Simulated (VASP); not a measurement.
Write the native input for VASP 6.6.1 that does the following.

| Quantity | Value |
| --- | --- |
| Task | single point |
| Functional | PBE |
| Potentials or basis | VASP PAW PBE potentials, release 64 (Li_sv, Al, F) |
| Cutoff | 520 eV |
| k mesh | 4 × 4 × 2 |
| Occupations | gaussian, width 0.1 eV |
| Spin | no spin polarisation |
| Dipole correction | no |
| Further INCAR settings | ALGO = Normal; EDIFF = 1e-06; NBANDS = 46 |

The structure of LiAlF4 lies in POSCAR:

```
LiAlF4
1.0
    5.5024022000      0.0000000000      0.0000000000
    0.0000000000      5.5024022000      0.0000000000
    0.0000000000      0.0000000000      9.3819364000
Li Al F
2 2 8
Direct
    0.0000000000      0.5000000000      0.0000000000
    0.5000000000      0.0000000000      0.5000000000
    0.0000000000      0.0000000000      0.2500000000
    0.0000000000      0.0000000000      0.7500000000
    0.0000000000      0.2518710000      0.1458650000
    0.0000000000      0.7481290000      0.1458650000
    0.0000000000      0.2518710000      0.8541350000
    0.0000000000      0.7481290000      0.8541350000
    0.2518710000      0.0000000000      0.3541350000
    0.7481290000      0.0000000000      0.3541350000
    0.2518710000      0.0000000000      0.6458650000
    0.7481290000      0.0000000000      0.6458650000
```

The cell was built from a structure type or drawn by symmetry, and may not be a known phase.

One way to write it, as run:

INCAR

```
SYSTEM = LiAlF4
ALGO = Normal
EDIFF = 1E-6
ENCUT = 520
GGA = PE
ISIF = 2
ISMEAR = 0
LASPH = .TRUE.
LCHARG = .FALSE.
LREAL = .FALSE.
LWAVE = .FALSE.
NBANDS = 46
NELM = 100
PREC = Accurate
SIGMA = 0.1
```

KPOINTS

```
k-points
0
G
  4 4 2
  0 0 0
```

Potentials or basis: VASP PAW PBE potentials, release 64 (Li_sv, Al, F).

The run is started by

```bash
$ cat potpaw_PBE.64/Li_sv/POTCAR potpaw_PBE.64/Al/POTCAR potpaw_PBE.64/F/POTCAR > POTCAR
$ mpirun -np 1 vasp_std > vasp.out
```

Results of the run:

```json
{
  "Largest force": "0.078 eV/Å",
  "Band gap on the k mesh": "6.65 eV (least direct gap 6.66 eV)"
}
```

Wall time 2.8 min on 1 thread of Intel(R) Xeon(R) Platinum 8259CL CPU @ 2.50GHz (Skylake/Cascade Lake) (shared host), peak memory 0.4 GiB.
